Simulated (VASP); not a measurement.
# SrTiO3 in VASP: notebook

Runs on SrTiO3. Level: r2SCAN+U. Tasks: single point.

Everything below comes from runs of VASP 6.6.1. Logs are shortened: lines on timing, memory, paths and dates and some standing lists are left out, and cuts for length are marked.

## 1. The cell of the first run

It takes space group Pm-3m (No. 221, cubic). The conventional cell has a = 3.918 Å, b = 3.918 Å, c = 3.918 Å, α = 90.00°, β = 90.00°, γ = 90.00°. Sr (site symmetry m-3m) has 12 O at 2.77 Å and 8 Ti at 3.39 Å within 3.7 Å. Ti (site symmetry m-3m) has 6 O at 1.96 Å within 2.6 Å. Within 2.6 Å of O (site symmetry 4/mmm) lie 2 Ti at 1.96 Å.

## 2. Single point, r2SCAN+U

Contents of POSCAR:

```
SrTiO3
1.0
    3.9177112476      0.0000000000      0.0000000000
    0.0000000000      3.9177112476      0.0000000000
    0.0000000000      0.0000000000      3.9177112476
Sr Ti O
1 1 3
Direct
    0.0000000000      0.0000000000      0.0000000000
    0.5000000000      0.5000000000      0.5000000000
    0.5000000000      0.0000000000      0.5000000000
    0.5000000000      0.5000000000      0.0000000000
    0.0000000000      0.5000000000      0.5000000000
```

Contents of INCAR.step1:

```
  ALGO = Normal
  EDIFF = 1E-4
  ENCUT = 520
  GGA = PE
  ISMEAR = 0
  LASPH = True
  LCHARG = False
  LDAU = True
  LDAUJ = 0 0 0
  LDAUL = -1 2 -1
  LDAUTYPE = 2
  LDAUU = 0 4 0
  LMAXMIX = 4
  LREAL = False
  LWAVE = True
  NBANDS = 28
  NELM = 150
  PREC = Accurate
  SIGMA = 0.02
```

Contents of INCAR.step2:

```
  ALGO = Normal
  EDIFF = 1E-6
  ENCUT = 520
  ISIF = 2
  ISMEAR = 0
  ISTART = 1
  LASPH = True
  LCHARG = True
  LDAU = True
  LDAUJ = 0 0 0
  LDAUL = -1 2 -1
  LDAUPRINT = 1
  LDAUTYPE = 2
  LDAUU = 0 4 0
  LELF = True
  LMAXMIX = 4
  LMIXTAU = True
  LREAL = False
  LVHAR = True
  LWAVE = False
  METAGGA = R2SCAN
  NBANDS = 28
  NELM = 150
  PREC = Accurate
  SIGMA = 0.02
```

Contents of KPOINTS:

```
k-points
0
Gamma
  6 6 6
```

Potentials or basis: VASP PAW PBE potentials, release 64 (Sr_sv, Ti_sv, O).

Command:

```bash
cat potpaw_PBE.64/Sr_sv/POTCAR potpaw_PBE.64/Ti_sv/POTCAR potpaw_PBE.64/O/POTCAR > POTCAR
cp INCAR.step1 INCAR
mpirun -np 1 vasp_std > vasp.out
cp INCAR.step2 INCAR
mpirun -np 1 vasp_std > vasp.out
```

OUTCAR:

```text
EDIFF = 1E-6
   ENCUT = 520
   ISIF = 2
   ISMEAR = 0
   ISTART = 1
   LASPH = True
   LREAL = False
   METAGGA = R2SCAN
   NELM = 150
   PREC = Accurate

 ion  position               nearest neighbor table
   1  0.000  0.000  0.000-   3 2.77   4 2.77   5 2.77   3 2.77   5 2.77   4 2.77   5 2.77   5 2.77
                             3 2.77   4 2.77   3 2.77   4 2.77   2 3.39   2 3.39   2 3.39   2 3.39
   2  0.500  0.500  0.500-   3 1.96   4 1.96   5 1.96   4 1.96   3 1.96   5 1.96   1 3.39   1 3.39
                             1 3.39   1 3.39   1 3.39   1 3.39   1 3.39   1 3.39
   3  0.500  0.000  0.500-   2 1.96   2 1.96   1 2.77   1 2.77   1 2.77   1 2.77
   4  0.500  0.500  0.000-   2 1.96   2 1.96   1 2.77   1 2.77   1 2.77   1 2.77
   5  0.000  0.500  0.500-   2 1.96   2 1.96   1 2.77   1 2.77   1 2.77   1 2.77

  LATTYP: Found a simple cubic cell.
 ALAT       =     3.9177112476

  Lattice vectors:

 A1 = (   3.9177112476,   0.0000000000,   0.0000000000)
 A2 = (   0.0000000000,   3.9177112476,   0.0000000000)
 A3 = (   0.0000000000,   0.0000000000,   3.9177112476)

Analysis of symmetry for initial positions (statically):
=====================================================================
 Subroutine PRICEL returns:
 Original cell was already a primitive cell.

 Routine SETGRP: Setting up the symmetry group for a
 simple cubic supercell.

 Subroutine GETGRP returns: Found 48 space group operations
 (whereof 48 operations were pure point group operations)
 out of a pool of 48 trial point group operations.

The static configuration has the point symmetry O_h .

Analysis of symmetry for dynamics (positions and initial velocities):
=====================================================================
 Subroutine PRICEL returns:
 Original cell was already a primitive cell.

 Routine SETGRP: Setting up the symmetry group for a
 simple cubic supercell.

 Subroutine GETGRP returns: Found 48 space group operations
 (whereof 48 operations were pure point group operations)
 out of a pool of 48 trial point group operations.

The dynamic configuration has the point symmetry O_h .

 Subroutine INISYM returns: Found 48 space group operations
 (whereof 48 operations are pure point group operations),
 and found     1 'primitive' translations

----------------------------------------------------------------------------------------

                                     Primitive cell

  volume of cell :      60.1308

  direct lattice vectors                    reciprocal lattice vectors
     3.917711248  0.000000000  0.000000000     0.255251073  0.000000000  0.000000000
     0.000000000  3.917711248  0.000000000     0.000000000  0.255251073  0.000000000
     0.000000000  0.000000000  3.917711248     0.000000000  0.000000000  0.255251073

  length of vectors
     3.917711248  3.917711248  3.917711248     0.255251073  0.255251073  0.255251073

  position of ions in fractional coordinates (direct lattice)
     0.000000000  0.000000000  0.000000000
     0.500000000  0.500000000  0.500000000
     0.500000000  0.000000000  0.500000000
     0.500000000  0.500000000  0.000000000
     0.000000000  0.500000000  0.500000000

  ion indices of the primitive-cell ions
   primitive index   ion index
                 1           1
                 2           2
                 3           3
                 4           4
                 5           5

----------------------------------------------------------------------------------------

 KPOINTS: k-points

Automatic generation of k-mesh.
 Grid dimensions read from file:
 generate k-points for:    6    6    6

 Generating k-lattice:

  Cartesian coordinates                     Fractional coordinates (reciprocal lattice)
     0.042541846  0.000000000  0.000000000     0.166666667  0.000000000  0.000000000
     0.000000000  0.042541846  0.000000000     0.000000000  0.166666667  0.000000000
     0.000000000  0.000000000  0.042541846     0.000000000  0.000000000  0.166666667

  Length of vectors
     0.042541846  0.042541846  0.042541846

  Shift w.r.t. Gamma in fractional coordinates (k-lattice)
     0.000000000  0.000000000  0.000000000

 Subroutine IBZKPT returns following result:
 ===========================================

 Found     20 irreducible k-points:

 Following reciprocal coordinates:
            Coordinates               Weight
  0.000000  0.000000  0.000000      1.000000
  0.166667  0.000000  0.000000      6.000000
  0.333333  0.000000  0.000000      6.000000
  0.500000  0.000000  0.000000      3.000000
  0.166667  0.166667  0.000000     12.000000
  0.333333  0.166667  0.000000     24.000000
[... 12 lines left out ...]
  0.500000  0.500000  0.333333      6.000000
  0.500000  0.500000  0.500000      1.000000
   k-points           NKPTS =     20   k-points in BZ     NKDIM =     20   number of bands    NBANDS=     28
   number of dos      NEDOS =    301   number of ions     NIONS =      5
   total plane-waves  NPLWV =  27000
   dimension x,y,z NGX =    30 NGY =   30 NGZ =   30
   dimension x,y,z NGXF=    60 NGYF=   60 NGZF=   60
   ions per type =               1   1   3
   NGX,Y,Z   is equivalent  to a cutoff of  12.73, 12.73, 12.73 a.u.
   NGXF,Y,Z  is equivalent  to a cutoff of  25.46, 25.46, 25.46 a.u.
 SYSTEM =  unknown system
   PREC   = accura    normal or accurate (medium, high low for compatibility)
   ISTART =      1    job   : 0-new  1-cont  2-samecut
   ICHARG =      0    charge: 1-file 2-atom 10-const
   ISPIN  =      1    spin polarized calculation?
   LNONCOLLINEAR =      F non collinear calculations
   LSORBIT =      F    spin-orbit coupling
   LASPH  =      T    aspherical Exc in radial PAW
   ENCUT  =  520.0 eV  38.22 Ry    6.18 a.u.   7.28  7.28  7.28*2*pi/ulx,y,z
   NELM   =    150;   NELMIN=  2; NELMDL=  0     # of ELM steps
   EDIFF  = 0.1E-05   stopping-criterion for ELM
   LREAL  =      F    real-space projection
   EDIFFG = 0.1E-04   stopping-criterion for IOM
   NSW    =      0    number of steps for IOM
   IBRION =     -1    ionic relax: 0-MD 1-quasi-New 2-CG
   NFREE  =      0    steps in history (QN), initial steepest desc. (CG)
   ISIF   =      2    stress and relaxation
   ISYM   =      2    0-nonsym 1-usesym 2-fastsym
   POTIM  = 0.5000    time-step for ionic-motion
   TEBEG  =    0.0;   TEEND  =   0.0 temperature during run
   PSTRESS=    0.0 pullay stress
   NELECT =      40.0000    total number of electrons
   NUPDOWN=      -1.0000    fix difference up-down
   EMIN   =  10.00;   EMAX   =-10.00  energy-range for DOS
   EFERMI =   0.00;   METHOD = LEGACY
   ISMEAR =     0;   SIGMA  =   0.02  broadening in eV -4-tet -1-fermi 0-gaus
   EFERMI_NEDOS =   21; number of points for ismear=-14 and -15
   IALGO  =     38    algorithm
   IMIX   =      4    mixing-type and parameters
     AMIX     =   0.40;   BMIX     =  1.00
     AMIX_MAG =   1.60;   BMIX_MAG =  1.00
  volume/ion in A,a.u.               =      12.03        81.16
  Fermi-wavevector in a.u.,A,eV,Ry     =   1.429099  2.700606 27.787516  2.042325
  Thomas-Fermi vector in A             =   2.549090
   LORBIT       =      0    0 simple, 1 ext, 2 COOP (PROOUT), +10 PAW based schemes
 LDA+U is selected, type is set to LDAUTYPE =  2
   angular momentum for each species LDAUL =    -1    2   -1
   U (eV)           for each species LDAUU =   0.0  4.0  0.0
   J (eV)           for each species LDAUJ =   0.0  0.0  0.0
   METAGGA = R2SCAN    functional components
   LHFCALC =     F    Hartree Fock is set to
   AEXX    =    0.0000 exact exchange contribution
   IVDW    =     0    specifies the selected vdW correction
   LEPSILON=     F    determine dielectric tensor
   LRPA    =     F    only Hartree local field effects (RPA)
 non-spin polarized calculation
 Gauss-broadening in eV      SIGMA  =   0.02
  energy-cutoff  :      520.00
  volume of cell :       60.13
 maximum number of plane-waves:      1647
 NGX is ok and might be reduce to    30
   NGX = 15   NGY = 15   NGZ = 15

atom =   2  type =  2  l = 2

 onsite density matrix

spin component  1

  0.0947  0.0000  0.0000 -0.0000  0.0000
  0.0000  0.0947  0.0000 -0.0000 -0.0000
  0.0000  0.0000  0.2490 -0.0000 -0.0000
 -0.0000 -0.0000 -0.0000  0.0947 -0.0000
  0.0000 -0.0000 -0.0000 -0.0000  0.2490

spin component  2

  0.0947  0.0000  0.0000 -0.0000  0.0000
  0.0000  0.0947  0.0000 -0.0000 -0.0000
  0.0000  0.0000  0.2490 -0.0000 -0.0000
 -0.0000 -0.0000 -0.0000  0.0947 -0.0000
  0.0000 -0.0000 -0.0000 -0.0000  0.2490

 occupancies and eigenvectors

  o =  0.0947  v =  0.0000 -0.0970  0.0000 -0.9953  0.0000  0.0000  0.0000  0.0000  0.0000  0.0000      0.0000  0.0000  0.0000  0.0000  0.0000  0.0000  0.0000  0.0000  0.0000  0.0000
  o =  0.0947  v =  0.0000  0.0000  0.0000  0.0000  0.0000  0.0000 -0.0970  0.0000 -0.9953  0.0000      0.0000  0.0000  0.0000  0.0000  0.0000  0.0000  0.0000  0.0000  0.0000  0.0000
  o =  0.0947  v =  0.0000  0.9953  0.0000 -0.0970  0.0000  0.0000  0.0000  0.0000  0.0000  0.0000      0.0000  0.0000  0.0000  0.0000  0.0000  0.0000  0.0000  0.0000  0.0000  0.0000
  o =  0.0947  v =  0.0000  0.0000  0.0000  0.0000  0.0000  0.0000  0.9953  0.0000 -0.0970  0.0000      0.0000  0.0000  0.0000  0.0000  0.0000  0.0000  0.0000  0.0000  0.0000  0.0000
  o =  0.0947  v =  0.0000  0.0000  0.0000  0.0000  0.0000  1.0000  0.0000  0.0000  0.0000  0.0000      0.0000  0.0000  0.0000  0.0000  0.0000  0.0000  0.0000  0.0000  0.0000  0.0000
  o =  0.0947  v =  1.0000  0.0000  0.0000  0.0000  0.0000  0.0000  0.0000  0.0000  0.0000  0.0000      0.0000  0.0000  0.0000  0.0000  0.0000  0.0000  0.0000  0.0000  0.0000  0.0000
  o =  0.2490  v =  0.0000 -0.0000  0.9981  0.0000 -0.0617  0.0000  0.0000  0.0000  0.0000  0.0000      0.0000  0.0000  0.0000  0.0000  0.0000  0.0000  0.0000  0.0000  0.0000  0.0000
  o =  0.2490  v =  0.0000  0.0000  0.0000  0.0000  0.0000  0.0000 -0.0000  0.9981  0.0000 -0.0617      0.0000  0.0000  0.0000  0.0000  0.0000  0.0000  0.0000  0.0000  0.0000  0.0000
  o =  0.2490  v =  0.0000  0.0000  0.0000  0.0000  0.0000  0.0000  0.0000 -0.0617 -0.0000 -0.9981      0.0000  0.0000  0.0000  0.0000  0.0000  0.0000  0.0000  0.0000  0.0000  0.0000
  o =  0.2490  v =  0.0000  0.0000 -0.0617 -0.0000 -0.9981  0.0000  0.0000  0.0000  0.0000  0.0000      0.0000  0.0000  0.0000  0.0000  0.0000  0.0000  0.0000  0.0000  0.0000  0.0000

 number of electron      39.9999998 magnetization

 Free energy of the ion-electron system (eV)
  ---------------------------------------------------
  ext. energy  EPLUGINS =         0.00000000
  ---------------------------------------------------
  free energy    TOTEN  =       -60.70092042 eV

  energy without entropy =      -60.70092042  energy(sigma->0) =      -60.70092042

 E-fermi :   4.0700     XC(G=0): -11.8847

 val. band max:        3.9001136878   @ k =   0.5000   0.5000   0.5000
 cond. band min:       6.7382125542   @ k =   0.0000   0.0000   0.0000
 fundamental gap:      2.8380988664
 Fermi energy:         4.0700367104

 k-point     1 :       0.0000    0.0000    0.0000
  band No.  band energies     occupation
      1     -55.8207      2.00000
      2     -30.9601      2.00000
      3     -30.9601      2.00000
      4     -30.9601      2.00000
      5     -29.9984      2.00000
      6     -14.5436      2.00000
[... 20 lines left out ...]
     27       9.8412      0.00000
     28      10.8372      0.00000

 k-point     2 :       0.1667    0.0000    0.0000
  band No.  band energies     occupation
      1     -55.8204      2.00000
      2     -30.9794      2.00000
      3     -30.9594      2.00000
      4     -30.9594      2.00000
      5     -29.9900      2.00000
      6     -14.5409      2.00000
[... 550 lines left out ...]
 k-point    20 :       0.5000    0.5000    0.5000
  band No.  band energies     occupation
      1     -55.8164      2.00000
      2     -31.0215      2.00000
      3     -31.0215      2.00000
      4     -31.0215      2.00000
      5     -29.9403      2.00000
      6     -13.2474      2.00000
[... 20 lines left out ...]
     27      12.6169      0.00000
     28      12.6169      0.00000

------------------------ aborting loop because EDIFF is reached ----------------------------------------

  FORCE on cell =-STRESS in cart. coord.  units (eV):
  Direction    XX          YY          ZZ          XY          YZ          ZX
  --------------------------------------------------------------------------------------
  -------------------------------------------------------------------------------------
  Total        1.1871222      1.1871222      1.1871222     -0.0000000     -0.0000000      0.0000000
  in kB       31.6306951     31.6306951     31.6306951     -0.0000000     -0.0000000      0.0000000
  external PRESSURE =      31.6306951 kB  Pullay stress =       0.0000000 kB

 VOLUME and BASIS-vectors are now :
 -----------------------------------------------------------------------------
  energy-cutoff  :      520.00
  volume of cell :       60.13
      direct lattice vectors                 reciprocal lattice vectors
     3.917711248  0.000000000  0.000000000     0.255251073  0.000000000  0.000000000
     0.000000000  3.917711248  0.000000000     0.000000000  0.255251073  0.000000000
     0.000000000  0.000000000  3.917711248     0.000000000  0.000000000  0.255251073

 POSITION                                       TOTAL-FORCE (eV/Angst)
 -----------------------------------------------------------------------------------
      0.00000      0.00000      0.00000         0.000000      0.000000      0.000000
      1.95886      1.95886      1.95886         0.000000      0.000000      0.000000
      1.95886      0.00000      1.95886         0.000000      0.000000      0.000000
      1.95886      1.95886      0.00000         0.000000      0.000000      0.000000
      0.00000      1.95886      1.95886         0.000000      0.000000      0.000000
 -----------------------------------------------------------------------------------
    total drift:                                0.000000      0.000000     -0.000000

  FREE ENERGIE OF THE ION-ELECTRON SYSTEM (eV)
  ---------------------------------------------------
  free  energy   TOTEN  =       -60.7009204200 eV

  energy  without entropy=      -60.7009204200  energy(sigma->0) =      -60.70092042
```

Run time: 63 s. Hardware: 1 thread of Intel Xeon 6975P-C (Granite Rapids), shared host; peak memory 0.19 GiB.

What came out:

```
Free energy            : -60.7009 eV
Pressure               : 3.2 GPa
Band gap on the k mesh : 2.84 eV, indirect (least direct gap 3.28 eV)
```

Eigenvalues of the final occupation matrices:
| site | spin | trace | eigenvalues |
| --- | --- | --- | --- |
| site 2 d | 1 | 0.78 | 0.09 0.09 0.09 0.25 0.25 |
| site 2 d | 2 | 0.78 | 0.09 0.09 0.09 0.25 0.25 |

Caveat: the PAW data sets were made with another functional, which shifts forces and pressure a little.

## 3. Single point, r2SCAN+U (shear of c along a, cell held: +3.0 %)

Edit POSCAR of step 2 so:

```diff
@@ -4,3 +4,3 @@
     0.0000000000      3.9177112476      0.0000000000
-    0.0000000000      0.0000000000      3.9177112476
+    0.1175313374      0.0000000000      3.9177112476
 Sr Ti O
```

Contents of INCAR.step1:

```
PREC = Accurate ; ENCUT = 520
ISMEAR = 0 ; SIGMA = 0.02
LREAL = F ; LASPH = T
NELM = 150 ; LMAXMIX = 4
LDAU = T ; LDAUTYPE = 2
LDAUL = -1 2 -1 ; LDAUU = 0 4 0
LDAUJ = 0 0 0 ; NBANDS = 28
GGA = PE ; ALGO = Normal
EDIFF = 1E-4 ; LWAVE = T
LCHARG = F
```

Contents of INCAR.step2:

```
PREC = Accurate ; ENCUT = 520
EDIFF = 1E-6 ; ISMEAR = 0
SIGMA = 0.02 ; LREAL = F
LASPH = T ; NELM = 150
ALGO = Normal ; ISIF = 2
LWAVE = F ; LCHARG = F
LMAXMIX = 4 ; LDAU = T
LDAUTYPE = 2 ; LDAUL = -1 2 -1
LDAUU = 0 4 0 ; LDAUJ = 0 0 0
LDAUPRINT = 1 ; METAGGA = R2SCAN
LMIXTAU = T ; NBANDS = 28
ISTART = 1
```

Contents of KPOINTS:

```
Automatic mesh
0
Gamma
  6 6 6
```

Potentials or basis: VASP PAW PBE potentials, release 64 (Sr_sv, Ti_sv, O).

Command:

```bash
cat potpaw_PBE.64/Sr_sv/POTCAR potpaw_PBE.64/Ti_sv/POTCAR potpaw_PBE.64/O/POTCAR > POTCAR
cp INCAR.step1 INCAR
mpirun -np 1 vasp_std > vasp.out
cp INCAR.step2 INCAR
mpirun -np 1 vasp_std > vasp.out
```

It took 4 min on 1 thread of Intel Xeon 6975P-C (Granite Rapids), shared host; peak memory 0.26 GiB.

The run converged. Its results:

| Property | Result |
| --- | --- |
| Free energy | -60.6803 eV |
| Pressure | 3.2 GPa |
| Band gap on the k mesh | 2.75 eV, indirect (least direct gap 3.13 eV) |

Stress tensor (GPa, compression positive):
```
 3.15  0.00 -3.65
 0.00  3.20  0.00
-3.65  0.00  3.25
```

Levels at points of the mesh, in eV from the valence-band top:
```tsv
k point	band 17	band 18	band 19	band 20	band 21	band 22	band 23	band 24
(0.00, 0.00, 0.00)	-1.17	-0.53	-0.47	-0.37	2.75	2.80	2.87	4.56
(0.50, 0.00, 0.00)	-2.26	-2.02	-0.86	-0.86	3.00	4.56	4.65	4.66
(0.00, 0.50, 0.00)	-2.25	-2.01	-1.00	-0.70	3.00	4.58	4.62	4.67
(0.50, 0.50, 0.00)	-1.97	-1.63	-1.63	-0.11	4.65	4.66	5.16	5.54
(0.00, 0.00, 0.50)	-2.25	-2.02	-0.86	-0.86	3.00	4.56	4.64	4.65
(0.50, 0.00, 0.50)	-1.98	-1.66	-1.62	-0.10	4.62	4.70	5.15	5.55
(0.00, 0.50, 0.50)	-1.97	-1.64	-1.63	-0.11	4.65	4.66	5.16	5.55
(0.50, 0.50, 0.50)	-3.63	-0.04	-0.01	0.00	5.33	5.36	5.40	7.41
```

Eigenvalues of the final occupation matrices:
```
    site  spin  trace               eigenvalues
site 2 d     1   0.78  0.09 0.09 0.10 0.25 0.25
site 2 d     2   0.78  0.09 0.09 0.10 0.25 0.25
```

Caveat: the cell differs from its parent crystal (shear of c along a, cell held: +3.0 %); the PAW data sets were made with another functional, which shifts forces and pressure a little. A k mesh can miss the band edges.

(Continued in part 2 of 2.)
